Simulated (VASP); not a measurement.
Runs of VASP 6.6.1 on KSrBr3. The structure is that of space group Pm-3m (No. 221), or close to it. The cells are those of the table. 

```csv
level,cell,smearing,gap on the mesh (eV),pressure (GPa)
PBE,"a = 5.938 Å, 5 atoms",fermi-dirac 0.02 eV,3.75,0.5
PBE,"a = 6.086 Å, 5 atoms",fermi-dirac 0.02 eV,3.65,(b)
r2SCAN,"a = 6.086 Å, 5 atoms",gaussian 0.01 eV,(c),-1.1
r2SCAN,"a = 5.879 Å, 5 atoms",gaussian 0.01 eV,(a),0.7
PBE,"a = 5.879 Å, 5 atoms",fermi-dirac 0.02 eV,3.79,1.1
```

Alike in all rows: task single point; potentials or basis VASP PAW PBE potentials, release 64 (K_sv, Sr_sv, Br); no spin polarisation; k mesh 4 × 4 × 4; cutoff (eV) 520.

Fill in the values left out.

(a) 4.47; (b) -0.7; (c) 4.35.

Caveats: the PAW data sets were made with another functional, which shifts forces and pressure a little (some runs).

A k mesh can miss the band edges, and the runs leave out spin-orbit coupling on Br, Sr.
